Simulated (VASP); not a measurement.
Here is a VASP 6.6.1 calculation.

File INCAR:

```
PREC     = Accurate       # precision mode
ENCUT    = 600            # plane-wave cutoff, eV
EDIFF    = 1E-6           # SCF threshold, eV
ISMEAR   = 0              # smearing method
SIGMA    = 0.1            # smearing width, eV
LREAL    = False          # projectors in reciprocal space
LASPH    = True           # aspherical terms in the spheres
NELM     = 80             # most SCF steps
ALGO     = Fast           # electronic algorithm
ISIF     = 4              # what is computed and relaxed
LWAVE    = False          # write WAVECAR
LCHARG   = False          # write CHGCAR
GGA      = PE             # functional
IBRION   = 2              # ionic algorithm
NSW      = 50             # ionic steps
EDIFFG   = -0.01          # ionic threshold
```

KPOINTS

```
Automatic mesh
0
Gamma
  18 18 18
```

POSCAR

```
Ca
1.0
   -2.1501671206      2.1501671206      2.0022131418
    2.1501671206     -2.1501671206      2.0022131418
    2.1501671206      2.1501671206     -2.0022131418
Ca
1
Direct
    0.0000000000      0.0000000000      0.0000000000
```

Potentials or basis: VASP PAW PBE potentials, release 64 (Ca_sv).

Run with:

```bash
$ cat potpaw_PBE.64/Ca_sv/POTCAR > POTCAR
$ mpirun -np 1 vasp_std > vasp.out
```

What does it give for the band gap on the k mesh?

Zero (bands 5 and 6 overlap by 0.38 eV).

Step by step:
```tsv
step	energy change (eV)	largest force (eV/Å)	pressure (GPa)	volume (Å³)
1	0.0000	0.0000	2.65	37.03
2	-0.0001	0.0000	2.65	37.03
3	-0.0002	0.0000	2.63	37.03
4	-0.0004	0.0000	2.61	37.03
5	-0.0006	0.0000	2.55	37.03
```
